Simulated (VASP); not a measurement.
A run of VASP 6.6.1:

File POSCAR:

```
FeCO3
1.0
    2.1651222000      1.2500296100      4.2109271800
   -2.1651222000      1.2500296100      4.2109271800
    0.0000000000     -2.5000691400      4.2109271800
Fe C O
2 2 6
Direct
    0.0000000000      0.0000000000      0.0000000000
    0.5000000000      0.5000000000      0.5000000000
    0.2500000000      0.2500000000      0.2500000000
    0.7500000000      0.7500000000      0.7500000000
    0.5385000000      0.9615000000      0.2500000000
    0.2500000000      0.5385000000      0.9615000000
    0.9615000000      0.2500000000      0.5385000000
    0.4615000000      0.0385000000      0.7500000000
    0.7500000000      0.4615000000      0.0385000000
    0.0385000000      0.7500000000      0.4615000000
```

File INCAR.step1:

```
SYSTEM = FeCO3
PREC = Accurate ; ENCUT = 520
ISMEAR = -1 ; SIGMA = 0.1
LREAL = .False. ; LASPH = .True.
NELM = 100 ; NBANDS = 41
GGA = PE ; ALGO = Normal
EDIFF = 1E-4 ; LWAVE = .True.
LCHARG = .False.
```

Contents of INCAR.step2:

```
SYSTEM = FeCO3
PREC = Accurate ; ENCUT = 520
EDIFF = 1E-7 ; ISMEAR = -1
SIGMA = 0.1 ; LREAL = .False.
LASPH = .True. ; NELM = 100
ALGO = Normal ; ISIF = 2
LWAVE = .False. ; LCHARG = .True.
METAGGA = R2SCAN ; LMIXTAU = .True.
LELF = .True. ; LVHAR = .True.
NBANDS = 41 ; ISTART = 1
```

The input KPOINTS:

```
regular mesh
0
Gamma
  7 7 7
  0 0 0
```

Potentials or basis: VASP PAW PBE potentials, release 64 (Fe, C, O).

The run is started by

```sh
$ cat potpaw_PBE.64/Fe/POTCAR potpaw_PBE.64/C/POTCAR potpaw_PBE.64/O/POTCAR > POTCAR
$ cp INCAR.step1 INCAR
$ mpirun -np 1 vasp_std > vasp.out
$ cp INCAR.step2 INCAR
$ mpirun -np 1 vasp_std > vasp.out
```

Hardware: 1 thread of Intel Xeon 8259CL, with other jobs on the host.

Question: Estimate the wall time of this run.

Answer: Wall time 15 min on 1 thread of Intel Xeon 8259CL (shared host), peak memory 0.28 GiB. Counts: k points 44.
